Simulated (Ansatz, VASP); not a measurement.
SrO: VASP beside Ansatz

INCAR

```
SYSTEM = SrO
ALGO = Normal
EDIFF = 1E-7
ENCUT = 520
GGA = PE
ISIF = 2
ISMEAR = -1
LASPH = .True.
LCHARG = .False.
LREAL = .False.
LWAVE = .False.
NBANDS = 24
NELM = 100
PREC = Accurate
SIGMA = 0.05
```

Contents of KPOINTS:

```
k-points
0
Gamma
  9 9 5
  0 0 0
```

Contents of POSCAR:

```
SrO
1.0
    3.4807516534      0.0000000000      0.0000000000
   -1.7403758267      3.0144193562      0.0000000000
    0.0000000000      0.0000000000      6.0903846125
Sr O
2 2
Direct
    0.6666666667      0.3333333333      0.7500000000
    0.3333333333      0.6666666667      0.2500000000
    0.0000000000      0.0000000000      0.5000000000
    0.0000000000      0.0000000000      0.0000000000
```

The input input.yaml:

```yaml
crystal:
  lattice:
    - [3.4807516534, 0.0, 0.0]
    - [-1.7403758267, 3.0144193562, 0.0]
    - [0.0, 0.0, 6.0903846125]
  atoms:
    - { symbol: Sr, position: [0.6666666667, 0.3333333333, 0.75] }
    - { symbol: Sr, position: [0.3333333333, 0.6666666667, 0.25] }
    - { symbol: O, position: [0.0, 0.0, 0.5] }
    - { symbol: O, position: [0.0, 0.0, 0.0] }
kpoints:
  mp_grid: { grid: [9, 9, 5] }
scf:
  occupations: { method: fermi_dirac, width: 0.05 }
hamiltonian:
  xc: pbe
  pseudopotentials: { kind: all_electron, lapw: { basis_error: 0.001 } }
output:
  forces: true
  stress: true
  eigenvalues: true
```

Change from the starting cell: volume scaled by 0.94.

Alike in both runs: task single point; functional PBE; k mesh 9 × 9 × 5; occupations fermi-dirac, width 0.05 eV; no spin polarisation.

|  | VASP | Ansatz |
| --- | --- | --- |
| version | VASP 6.6.1 | Ansatz 0.2.0 |
| potentials or method | VASP PAW PBE potentials, release 64 (Sr_sv, O), cutoff 520 eV | all-electron LAPW, scalar-relativistic |

VASP gave:

```
gap on the k mesh at the Fermi level (eV)                     : 3.10
least direct gap on the mesh (eV)                             : 3.36
pressure (GPa)                                                : 8.4
traceless stress, the component that is largest in VASP (GPa) : 0.50
```

**Question.** Estimate Ansatz's values.

**Answer.** gap on the k mesh at the Fermi level (eV): 3.14; least direct gap on the mesh (eV): 3.39; pressure (GPa): 7.7; traceless stress, the component that is largest in VASP (GPa): 0.50.

Ansatz ran all-electron here, and VASP with PAW potentials.
